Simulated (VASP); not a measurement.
## AlP (e600): single point with PBEsol

The system is AlP (e600).

```
Al P
1.0
     0.00000    2.73515    2.73515
     2.73515    0.00000    2.73515
     2.73515    2.73515    0.00000
Al P
1 1
Cartesian
  0.0000 0.0000 0.0000
  1.3676 1.3676 1.3676
```

```
Program                : VASP 6.6.1
Task                   : single point
Functional             : PBEsol
Potentials or basis    : VASP PAW PBE potentials, release 64 (Al, P)
Cutoff                 : 500 eV
k mesh                 : 8 × 8 × 8
Occupations            : gaussian, width 0.02 eV
Spin                   : no spin polarisation
Dipole correction      : no
Further INCAR settings : ALGO = Normal; EDIFF = 1e-06; NBANDS = 11
```

```json
{
  "Pressure": "0.0 GPa",
  "Band gap on the k mesh": "1.45 eV, indirect (least direct gap 3.16 eV)"
}
```

Levels at points of the mesh, in eV from the valence-band top:
| k point | band 2 | band 3 | band 4 | band 5 | band 6 | band 7 |
| --- | --- | --- | --- | --- | --- | --- |
| (0.00, 0.00, 0.00) | 0.00 | 0.00 | 0.00 | 3.16 | 4.50 | 4.50 |
| (0.50, 0.00, 0.00) | -5.56 | -0.76 | -0.76 | 2.71 | 4.75 | 4.75 |
| (0.50, 0.50, 0.00) | -5.32 | -2.11 | -2.11 | 1.45 | 2.37 | 10.94 |

Wall time 9.6 s on 1 thread of AMD EPYC 7R43 64-Core Processor (Zen 3), on a shared host, peak memory 0.12 GiB.

Caveat: the PAW data sets were made with another functional, which shifts forces and pressure a little. A k mesh can miss the band edges.
